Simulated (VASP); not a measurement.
Input of a VASP 6.6.1 run:

INCAR

```
SYSTEM = Na3Al
ALGO     = Normal         ! electronic algorithm
EDIFF    = 1E-6           ! SCF threshold, eV
ENCUT    = 520            ! plane-wave cutoff, eV
GGA      = PE             ! functional
ISIF     = 2              ! what is computed and relaxed
ISMEAR   = 1              ! smearing method
LASPH    = .TRUE.         ! aspherical terms in the spheres
LCHARG   = .FALSE.        ! write CHGCAR
LREAL    = .FALSE.        ! projectors in reciprocal space
LWAVE    = .FALSE.        ! write WAVECAR
NBANDS   = 20             ! bands
NELM     = 60             ! most SCF steps
PREC     = Accurate       ! precision mode
SIGMA    = 0.1            ! smearing width, eV
```

The input KPOINTS:

```
k-points
0
G
  5 5 5
  0 0 0
```

File POSCAR:

```
Na3Al
1.0
    0.0000000000      3.8072783658      3.8072783658
    3.8072783658      0.0000000000      3.8072783658
    3.8072783658      3.8072783658      0.0000000000
Na Al
3 1
Direct
    0.2500000000      0.2500000000      0.2500000000
    0.7500000000      0.7500000000      0.7500000000
    0.5000000000      0.5000000000      0.5000000000
    0.0000000000      0.0000000000      0.0000000000
```

Potentials or basis: VASP PAW PBE potentials, release 64 (Na_pv, Al).

Command:

```console
$ cat potpaw_PBE.64/Na_pv/POTCAR potpaw_PBE.64/Al/POTCAR > POTCAR
$ mpirun -np 1 vasp_std > vasp.out
```

Predict the band gap on the k mesh.

zero (band 12 reaches 2.65 eV, above the bottom of band 13 at 1.09 eV).

Estimate the pressure.

0.4 GPa.
